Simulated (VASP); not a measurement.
TiC3, 4 atoms in the cell. It takes space group Pm-3m (No. 221, cubic). Conventional cell: a = 3.709 Å, b = 3.709 Å, c = 3.709 Å, α = 90.00°, β = 90.00°, γ = 90.00°. Within 2.5 Å of Ti (site symmetry m-3m) lie 6 C at 1.85 Å. C (site symmetry 4/mmm) has 2 Ti at 1.85 Å within 2.5 Å. The cell was built from a structure type or drawn by symmetry, and may not be a known phase.

| Item | Value |
| --- | --- |
| Program | VASP 6.6.1 |
| Task | single point |
| Functional | PBE |
| Potentials or basis | VASP PAW PBE potentials, release 64 (Ti_sv, C) |
| Cutoff | 520 eV |
| k mesh | 6 × 6 × 6 |
| Occupations | gaussian, width 0.1 eV |
| Spin | no spin polarisation |
| Dipole correction | no |
| Further INCAR settings | ALGO = Normal; EDIFF = 1e-06; NBANDS = 20 |

Potentials or basis: VASP PAW PBE potentials, release 64 (Ti_sv, C).

Command:

```console
$ cat potpaw_PBE.64/Ti_sv/POTCAR potpaw_PBE.64/C/POTCAR > POTCAR
$ mpirun -np 1 vasp_std > vasp.out
```

Hardware: 1 thread of Intel Xeon 8259CL (shared host).

Q: How long does it take, and how much memory?

A: Run time: 16 s on 1 thread of Intel Xeon 8259CL, with other jobs on the host, peak memory 0.16 GiB. Counts: scf iterations 14, k points 20.
